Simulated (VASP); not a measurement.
# Zr3S2: single point with PBEsol

Zr3S2:

```
CELL_PARAMETERS angstrom
2.93619 1.69521 3.26296
-2.93619 1.69521 3.26296
0.00000 -3.39042 3.26296
ATOMIC_POSITIONS crystal
Zr 0.16184 0.83816 0.50000
Zr 0.50000 0.16184 0.83816
Zr 0.83816 0.50000 0.16184
S 0.33496 0.33496 0.33496
S 0.66504 0.66504 0.66504
```

This cell differs from its parent crystal: strain +0.025 along x and y, -0.050 along z.

* Program: VASP 6.6.1
* Task: single point
* Functional: PBEsol
* Potentials or basis: VASP PAW PBE potentials, release 64 (Zr_sv, S)
* Cutoff: 520 eV
* k mesh: 12 × 12 × 12
* Occupations: gaussian, width 0.15 eV
* Spin: no spin polarisation

```yaml
Pressure: 1.3 GPa
Largest_force: 0.073 eV/Å
Band_gap_on_the_k_mesh: zero (bands 24 and 25 overlap by 0.24 eV)
```

Forces on the atoms (eV/Å):
```
Zr   0.067  0.000  0.000
Zr  -0.033  0.058  0.000
Zr  -0.033 -0.058  0.000
S    0.000  0.000 -0.073
S    0.000  0.000  0.073
```

Stress tensor (GPa, compression positive):
```
-1.50  0.00  0.00
 0.00 -1.50  0.00
 0.00  0.00  6.81
```

Levels at points of the mesh, in eV from the Fermi level:
```csv
k point,band 21,band 22,band 23,band 24,band 25,band 26,band 27,band 28
"(0.00, 0.00, 0.00)",-2.56,-2.06,0.14,0.14,0.75,0.75,2.55,2.94
"(0.50, 0.00, 0.00)",-1.21,-1.08,-0.95,-0.81,-0.02,1.17,1.77,1.99
"(0.50, 0.50, 0.00)",-1.99,-1.45,-0.77,-0.18,0.30,0.80,1.80,1.98
"(0.50, 0.50, 0.50)",-0.73,-0.38,-0.38,-0.02,0.22,0.22,1.08,1.08
```

Wall time 24 min on 1 thread of Oxide Virtual Turin-like Processor, with other jobs on the host, peak memory 0.51 GiB.

Caveat: the cell differs from its parent crystal (strain +0.025 along x and y, -0.050 along z); the stress differs along the axes, from -2 to 7 GPa; the PAW data sets were made with another functional, which shifts forces and pressure a little.
